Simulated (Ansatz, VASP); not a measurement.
**WS2: VASP beside Ansatz**

```xyz
6
Lattice="3.1877 0.0000 0.0000 -1.5939 2.7606 0.0000 0.0000 0.0000 14.8563" Properties=species:S:1:pos:R:3 pbc="T T T"
W     0.0000    1.8404    3.7141
W     1.5939    0.9202   11.1422
S     0.0000    1.8404    9.5711
S     1.5939    0.9202    2.1430
S     0.0000    1.8404   12.7134
S     1.5939    0.9202    5.2852
```

Alike in both runs: task relaxation of cell and atoms; functional PBE; k mesh 12 × 12 × 2; no spin polarisation.

|  | VASP | Ansatz |
| --- | --- | --- |
| version | VASP 6.6.1 | Ansatz 0.2.0 |
| potentials or method | VASP PAW PBE potentials, release 64 (W_sv, S), cutoff 600 eV | scalar-relativistic, plane waves, PAW |
| occupations | gaussian, width 0.01 eV | fixed |
| valence electrons in the cell | 52 | 52 |

|  | VASP | Ansatz | Ansatz less VASP |
| --- | --- | --- | --- |
| gap on the k mesh at the Fermi level, each at its own relaxed structure (eV) | 1.63 | 1.63 | 0.000 |
| relaxed volume (Å³/atom) | 21.61 | 21.79 | +0.179 |
| relaxed cell length with the largest relative difference (Å) | 14.733 | 14.856 | +0.1233 |

Spin-orbit coupling is off throughout.
